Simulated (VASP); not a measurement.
Input of a VASP 6.6.1 run:

Contents of INCAR:

```
PREC = Accurate
ENCUT = 600
EDIFF = 1E-6
ISMEAR = 0
SIGMA = 0.1
LREAL = False
LASPH = True
NELM = 120
ALGO = Normal
ISIF = 2
LWAVE = False
LCHARG = False
GGA = PS
NBANDS = 11
GGA_COMPAT = False
```

Contents of KPOINTS:

```
regular mesh
0
Gamma
  7 7 6
```

Contents of POSCAR:

```
MgB2
1.0
    3.0850000000      0.0000000000      0.0000000000
   -1.5425000000      2.6716883700      0.0000000000
    0.0000000000      0.0000000000      3.5230000000
Mg B
1 2
Direct
    0.0000000000      0.0000000000      0.0000000000
    0.3333333333      0.6666666667      0.5000000000
    0.6666666667      0.3333333333      0.5000000000
```

Potentials or basis: VASP PAW PBE potentials, release 64 (Mg, B).

The run is started by

```sh
$ cat potpaw_PBE.64/Mg/POTCAR potpaw_PBE.64/B/POTCAR > POTCAR
$ mpirun -np 1 vasp_std > vasp.out
```

Problem. Estimate the pressure.

Solution. -3.3 GPa.

Problem. What does it give for the band gap on the k mesh?

Solution. Zero (band 4 reaches 6.01 eV, above the bottom of band 5 at 3.93 eV).

Stress tensor (GPa, compression positive):
```
-3.94  0.00  0.00
 0.00 -3.94  0.00
 0.00  0.00 -1.92
```

Caveat: the PAW data sets were made with another functional, which shifts forces and pressure a little.
